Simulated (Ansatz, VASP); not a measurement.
# PbS: VASP beside Ansatz

```
Pb S
1.0
     0.00000    2.92608    2.92608
     2.92608    0.00000    2.92608
     2.92608    2.92608    0.00000
Pb S
1 1
Direct
  0.00000 0.00000 0.00000
  0.50000 0.50000 0.50000
```

Change from the starting cell: volume scaled by 0.94, PAW files.

Alike in both runs: task single point; functional r2SCAN; k mesh 12 × 12 × 12; occupations fermi-dirac, width 0.05 eV; no spin polarisation.

|  | VASP | Ansatz |
| --- | --- | --- |
| version | VASP 6.6.1 | Ansatz 0.2.0 |
| potentials or method | VASP PAW PBE potentials, release 64 (Pb_d, S) | PAW with Ansatz's default frozen-core files, scalar-relativistic |
| plane-wave cutoff (eV) | 520 | 500 |
| valence electrons in the cell | 20 | 20 |

|  | VASP | Ansatz | Ansatz less VASP |
| --- | --- | --- | --- |
| pressure (GPa) | 4.1 | 4.1 | +0.01 |

VASP's potentials were made for PBE, not for r2SCAN.

Neither program's run includes spin-orbit coupling.
